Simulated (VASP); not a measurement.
Here is a VASP 6.6.1 calculation.

The input INCAR:

```
PREC = Accurate ; ENCUT = 520
EDIFF = 1E-6 ; ISMEAR = -1
SIGMA = 0.1 ; LREAL = False
LASPH = True ; NELM = 80
ALGO = Normal ; ISIF = 2
LWAVE = False ; LCHARG = False
GGA = PS ; NBANDS = 8
```

The input KPOINTS:

```
Automatic mesh
0
Gamma
  13 13 13
```

The input POSCAR:

```
Al
1.0
   -1.5912186900      1.5912186900      1.5912186900
    1.5912186900     -1.5912186900      1.5912186900
    1.5912186900      1.5912186900     -1.5912186900
Al
1
Direct
    0.0000000000      0.0000000000      0.0000000000
```

Potentials or basis: VASP PAW PBE potentials, release 64 (Al).

The run is started by

```bash
$ cat potpaw_PBE.64/Al/POTCAR > POTCAR
$ mpirun -np 1 vasp_std > vasp.out
```

(1) Predict the pressure.

Results:

(1) 2.0 GPa.

Caveat: the PAW data sets were made with another functional, which shifts forces and pressure a little.
